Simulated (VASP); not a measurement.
The system is InP.

```
In P
1.0
     0.00000    2.95379    2.95379
     2.95379    0.00000    2.95379
     2.95379    2.95379    0.00000
In P
1 1
Cartesian
  0.0000 0.0000 0.0000
  1.4769 1.4769 1.4769
```

Base run:

```yaml
Program: VASP 6.6.1
Functional: r2SCAN
Potentials_or_basis: VASP PAW PBE potentials, release 64 (In_d, P)
Cutoff: 520 eV
k_mesh: 8 × 8 × 8
Occupations: gaussian, width 0.01 eV
Spin: no spin polarisation
```

Its results: band gap on the k mesh 1.03 eV, direct; pressure -0.1 GPa.

Task: The run is repeated on the same cell with these changes: functional from r2SCAN to PBE; occupations from gaussian, width 0.01 eV to fermi-dirac, width 0.02 eV. What comes out?

Result: Band gap on the k mesh 0.58 eV, direct; pressure 1.6 GPa.

Caveats: spin-orbit coupling is left out, which moves the levels of the heavy elements; the PAW data sets were made with another functional, which shifts forces and pressure a little (some runs).

